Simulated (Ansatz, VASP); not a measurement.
**GaAs in VASP and in Ansatz**

```
CELL_PARAMETERS angstrom
0.00000 2.69154 2.76237
2.69154 0.00000 2.76237
2.69154 2.69154 0.00000
ATOMIC_POSITIONS crystal
Ga 0.00000 0.00000 0.00000
As 0.75000 0.75000 0.75000
```

Change from the starting cell: strain -0.050 along x and y, -0.025 along z, atoms carried along.

Alike in both runs: task single point; functional r2SCAN; k mesh 8 × 8 × 8; occupations gaussian, width 0.05 eV; no spin polarisation.

|  | VASP | Ansatz |
| --- | --- | --- |
| version | VASP 6.6.1 | Ansatz 0.2.0 |
| potentials or method | VASP PAW PBE potentials, release 64 (Ga_d, As), cutoff 520 eV | scalar-relativistic, plane waves, PAW |
| valence electrons in the cell | 18 | 28 |

Ansatz gave:

- gap on the k mesh at the Fermi level (eV): 1.39
- least direct gap on the mesh (eV): 1.96
- pressure (GPa): 12.4
- traceless stress, the component that is largest in VASP (GPa): -1.24

Question: Which values does VASP return?

Answer: gap on the k mesh at the Fermi level (eV): 1.38; least direct gap on the mesh (eV): 1.94; pressure (GPa): 12.6; traceless stress, the component that is largest in VASP (GPa): -1.23.

VASP's potentials were made for PBE, not for r2SCAN. With one functional, cell and mesh, what is left measures potentials, basis and numerics. VASP's potentials hold 18 valence electrons a cell and Ansatz's 28, so a difference there can come from the potentials and not from the codes.
